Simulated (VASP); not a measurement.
Here is a VASP 6.6.1 calculation.

File INCAR:

```
PREC = Accurate
ENCUT = 520
EDIFF = 1E-6
ISMEAR = 0
SIGMA = 0.1
LREAL = F
LASPH = T
NELM = 60
ALGO = Normal
ISIF = 2
LWAVE = F
LCHARG = F
GGA = PE
NBANDS = 41
```

File KPOINTS:

```
Automatic mesh
0
Gamma
  4 4 4
```

File POSCAR:

```
Mg3Cd2O5
1.0
    0.0004252338     -3.1917793875     -0.0000437694
    3.1926335092     -0.0004348532      0.0000611010
   -1.5960607330      1.5963413584     11.2386163928
Mg Cd O
3 2 5
Direct
    0.9077516745      0.9078082897      0.8156303993
    0.5000116881      0.5000415295      1.0000025487
    0.0922874035      0.0922771174      0.1843737266
    0.6953569320      0.6952694289      0.3906271889
    0.3046513491      0.3047253696      0.6093792115
   -0.0000153951     -0.0000431988     -0.0000031080
    0.5907659002      0.5906846680      0.1816461398
    0.1897668602      0.1896736408      0.3794514180
    0.8102380016      0.8103178375      0.6205435683
    0.4091855858      0.4092453173      0.8183489070
```

Potentials or basis: VASP PAW PBE potentials, release 64 (Mg, Cd, O).

Run with:

```console
$ cat potpaw_PBE.64/Mg/POTCAR potpaw_PBE.64/Cd/POTCAR potpaw_PBE.64/O/POTCAR > POTCAR
$ mpirun -np 1 vasp_std > vasp.out
```

(1) Predict the pressure.

(2) Predict the band gap on the k mesh.

(3) Estimate the largest force.

Results:

(1) 0.4 GPa.

(2) 0.80 eV (least direct gap 1.47 eV).

(3) 0.051 eV/Å.

Caveat: the k points lie up to 0.50 Å⁻¹ apart.
